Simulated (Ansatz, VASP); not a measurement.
**Au: VASP beside Ansatz**

INCAR

```
SYSTEM = Au
  ALGO = Normal
  DIPOL = 0.5 0.5 0.500
  EDIFF = 1E-6
  ENCUT = 520
  GGA = PE
  IDIPOL = 3
  ISIF = 2
  ISMEAR = 0
  LASPH = .True.
  LCHARG = .False.
  LDIPOL = .True.
  LREAL = .False.
  LWAVE = .False.
  NBANDS = 48
  NELM = 80
  PREC = Accurate
  SIGMA = 0.1
```

Contents of KPOINTS:

```
k-points
0
Gamma
  1 8 1
  0 0 0
```

File POSCAR:

```
Au
1.0
    2.9402155410      0.0000000000      0.0000000000
    0.0000000000      4.1580926944      0.0000000000
    0.0000000000      0.0000000000     23.8206466230
Au
7
Direct
    0.5000000000      0.5000000000      0.3148529139
    0.0000000000      0.0000000000      0.3765686093
    0.5000000000      0.5000000000      0.4382843046
    0.0000000000      0.0000000000      0.5000000000
    0.5000000000      0.5000000000      0.5617156954
    0.0000000000      0.0000000000      0.6234313907
    0.5000000000      0.5000000000      0.6851470861
```

Input for Ansatz:

```yaml
crystal:
  lattice:
    - [2.940215541, 0.0, 0.0]
    - [0.0, 4.1580926944, 0.0]
    - [0.0, 0.0, 23.820646623]
  atoms:
    - { symbol: Au, position: [0.5, 0.5, 0.3148529139] }
    - { symbol: Au, position: [0.0, 0.0, 0.3765686093] }
    - { symbol: Au, position: [0.5, 0.5, 0.4382843046] }
    - { symbol: Au, position: [0.0, 0.0, 0.5] }
    - { symbol: Au, position: [0.5, 0.5, 0.5617156954] }
    - { symbol: Au, position: [0.0, 0.0, 0.6234313907] }
    - { symbol: Au, position: [0.5, 0.5, 0.6851470861] }
basis:
  ecutwfc: 420
kpoints:
  mp_grid: { grid: [1, 8, 1] }
hamiltonian:
  xc: pbe
scf:
  occupations: { method: gaussian, width: 0.1 }
output:
  forces: true
  stress: true
  eigenvalues: true
efield:
  axis: 3
  dipole_correction: true
  ramp_width: 0.04
```

Alike in both runs: task single point; functional PBE; k mesh 1 × 8 × 1; occupations gaussian, width 0.1 eV; no spin polarisation.

|  | VASP | Ansatz |
| --- | --- | --- |
| version | VASP 6.6.1 | Ansatz 0.2.0 |
| potentials or method | VASP PAW PBE potentials, release 64 (Au), cutoff 520 eV | scalar-relativistic, plane waves, PAW |
| valence electrons in the cell | 77 | 133 |

```tsv
	VASP	Ansatz	Ansatz less VASP
gap on the k mesh at the Fermi level (eV)	none	none	-
rms of the force components (eV/Å)	0.300	0.300	+0.0005
```

Atom by atom the forces differ by 0.002 eV/Å (rms over components). A gap of «none» marks a metal or a gap that the smearing closes. The functional is the same, so the differences come from potentials, cutoffs and numerics. VASP's potentials hold 77 valence electrons a cell and Ansatz's 133, so a difference there can come from the potentials and not from the codes.

Spin-orbit coupling is off throughout.
